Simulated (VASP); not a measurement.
Set up this calculation in VASP 6.6.1, as the native input.

```
Task                   : single point
Functional             : r2SCAN
Potentials or basis    : VASP PAW PBE potentials, release 64 (W_sv, Se)
Cutoff                 : 520 eV
k mesh                 : 12 × 12 × 2
Occupations            : gaussian, width 0.01 eV
Spin                   : no spin polarisation
Dipole correction      : no
Further INCAR settings : ALGO = Normal; EDIFF = 1e-06; NBANDS = 35
```

WSe2:

```xyz
6
Lattice="3.1677 0.0000 0.0000 -1.5838 2.7433 0.0000 0.0000 0.0000 13.4117" Properties=species:S:1:pos:R:3 pbc="T T T"
W     0.0000    1.8289    3.3529
W     1.5838    0.9144   10.0588
Se    1.5838    0.9144    5.0683
Se    1.5838    0.9144    1.6375
Se    0.0000    1.8289   11.7742
Se    0.0000    1.8289    8.3433
```

This cell differs from its parent crystal: epitaxial xy strain -4.0%.

These files were run (other wordings do the same):

POSCAR

```
WSe2
1.0
    3.1676807483      0.0000000000      0.0000000000
   -1.5838403742      2.7432919991      0.0000000000
    0.0000000000      0.0000000000     13.4116749259
W Se
2 4
Direct
    0.3333333333      0.6666666667      0.2500000000
    0.6666666667      0.3333333333      0.7500000000
    0.6666666667      0.3333333333      0.3779052147
    0.6666666667      0.3333333333      0.1220947853
    0.3333333333      0.6666666667      0.8779052147
    0.3333333333      0.6666666667      0.6220947853
```

INCAR.step1

```
ALGO = Normal
EDIFF = 1E-4
ENCUT = 520
GGA = PE
ISMEAR = 0
LASPH = T
LCHARG = F
LREAL = F
LWAVE = T
NBANDS = 35
NELM = 100
PREC = Accurate
SIGMA = 0.01
```

INCAR.step2

```
ALGO = Normal
EDIFF = 1E-6
ENCUT = 520
ISIF = 2
ISMEAR = 0
ISTART = 1
LASPH = T
LCHARG = T
LELF = T
LMIXTAU = T
LREAL = F
LVHAR = T
LWAVE = F
METAGGA = R2SCAN
NBANDS = 35
NELM = 100
PREC = Accurate
SIGMA = 0.01
```

KPOINTS

```
k-points
0
Gamma
  12 12 2
```

Potentials or basis: VASP PAW PBE potentials, release 64 (W_sv, Se).

The run is started by

```sh
$ cat potpaw_PBE.64/W_sv/POTCAR potpaw_PBE.64/Se/POTCAR > POTCAR
$ cp INCAR.step1 INCAR
$ mpirun -np 1 vasp_std > vasp.out
$ cp INCAR.step2 INCAR
$ mpirun -np 1 vasp_std > vasp.out
```

It gave:

```json
{"Pressure": "9.3 GPa", "Largest force": "0.015 eV/Å", "Band gap on the k mesh": "1.15 eV (least direct gap 1.97 eV)"}
```

Caveat: the cell differs from its parent crystal (epitaxial xy strain -4.0%); the cell stands under pressure; the PAW data sets were made with another functional, which shifts forces and pressure a little; spin-orbit coupling is left out, which moves the levels of the heavy elements.

Run time: 11 min on 1 thread of Intel Xeon 8259CL, on a shared host, peak memory 0.32 GiB.
